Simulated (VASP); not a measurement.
The system is Mg.

```xyz
2
Lattice="3.2093 0.0000 0.0000 -1.6046 2.7793 0.0000 0.0000 0.0000 5.2103" Properties=species:S:1:pos:R:3 pbc="T T T"
Mg    0.0000    1.8529    1.3026
Mg    1.6047    0.9264    3.9077
```

- Program: VASP 6.6.1
- Task: relaxation of volume and atoms at fixed shape
- Functional: PBEsol
- Potentials or basis: VASP PAW PBE potentials, release 64 (Mg)
- Cutoff: 600 eV
- k mesh: 9 × 9 × 5
- Occupations: methfessel-paxton, width 0.1 eV
- Spin: no spin polarisation

At the start: pressure -1.2 GPa; volume 23.24 Å³/atom.

Question: How do energy, volume and symmetry change on relaxing?

Answer: Over 3 steps the energy falls by 3.1 meV/atom and the volume is 22.45 Å³/atom (-3.4 %); space group P6_3/mmc (No. 194, to 0.05 Å).

The path:
```
step  energy change (eV)  largest force (eV/Å)  pressure (GPa)  volume (Å³)
   1              0.0000                0.0000           -1.24        46.47
   2             -0.0059                0.0000           -0.32        45.28
   3             -0.0063                0.0000            0.00        44.90
```

Final structure:
```
Mg
1.0
     3.17266    0.00000    0.00000
    -1.58633    2.74761    0.00000
     0.00000    0.00000    5.15082
Mg
2
Direct
  0.33333 0.66667 0.25000
  0.66667 0.33333 0.75000
```

Caveat: the PAW data sets were made with another functional, which shifts forces and pressure a little.
